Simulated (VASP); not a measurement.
Input of a VASP 6.6.1 run:

The input INCAR:

```
SYSTEM = Ag
PREC = Accurate
ENCUT = 520
EDIFF = 1E-6
ISMEAR = 0
SIGMA = 0.15
LREAL = .False.
LASPH = .True.
NELM = 100
ALGO = Fast
ISIF = 2
LWAVE = .False.
LCHARG = .False.
GGA = PS
NBANDS = 30
```

Contents of KPOINTS:

```
regular mesh
0
Gamma
  12 12 4
  0 0 0
```

POSCAR

```
Ag
1.0
    2.7774829642     -0.0257835206      0.0103361260
   -1.4110706660      2.4844509668     -0.0909650423
    0.0336192710     -0.3222343733      9.5083595069
Ag
4
Direct
    0.3786989338      0.6919054390      0.2502656697
    0.6124706539      0.2862345442      0.7592515709
   -0.0318045079      0.0131254687     -0.0087634302
    0.0406349202      0.0087345480      0.4992461896
```

Potentials or basis: VASP PAW PBE potentials, release 64 (Ag).

The run is started by

```console
$ cat potpaw_PBE.64/Ag/POTCAR > POTCAR
$ mpirun -np 1 vasp_std > vasp.out
```

Problem. What does it give for the pressure?

Solution. 4.4 GPa.

Problem. Estimate the largest force.

Solution. 0.953 eV/Å.

Problem. Predict the band gap on the k mesh.

Solution. Zero (bands 22 and 23 overlap by 6.79 eV).

Stress tensor (GPa, compression positive):
```
6.73 0.80 0.11
0.80 3.48 1.33
0.11 1.33 2.85
```

Caveat: the cell differs from its parent crystal (atoms moved at random and the cell strained at random); the cell stands under pressure; the PAW data sets were made with another functional, which shifts forces and pressure a little.
